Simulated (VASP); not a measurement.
Ni3Pt, 4 atoms in the cell. Symmetry: Pm-3m, No. 221, cubic system. Conventional cell: a = 3.625 Å, b = 3.625 Å, c = 3.625 Å, α = 90.00°, β = 90.00°, γ = 90.00°. Ni (site symmetry 4/mmm) has 8 Ni at 2.56 Å and 4 Pt at 2.56 Å within 3.4 Å. Pt (site symmetry m-3m) has 12 Ni at 2.56 Å within 3.4 Å. 

- Program: VASP 6.6.1
- Task: single point
- Functional: LDA
- Potentials or basis: VASP PAW LDA potentials, release 64 (Ni, Pt)
- Cutoff: 520 eV
- k mesh: 9 × 9 × 9
- Occupations: fermi-dirac, width 0.05 eV
- Spin: collinear spin, ferrimagnetic start
- Starting moments: [0.7, 0.7, 0.7, -0.3] μB
- Dipole correction: no
- Further INCAR settings: ALGO = Normal; EDIFF = 1e-07; NBANDS = 32

Potentials or basis: VASP PAW LDA potentials, release 64 (Ni, Pt).

Command:

```sh
$ cat potpaw_LDA.64/Ni/POTCAR potpaw_LDA.64/Pt/POTCAR > POTCAR
$ mpirun -np 1 vasp_std > vasp.out
```

Hardware: 1 thread of Intel(R) Xeon(R) Platinum 8488C (Sapphire Rapids), on a shared host.

Question: Estimate the wall time of this run.

Answer: Wall time 59 s on 1 thread of Intel(R) Xeon(R) Platinum 8488C (Sapphire Rapids), with other jobs on the host, peak memory 0.2 GiB. Counts: scf iterations 16, k points 35.
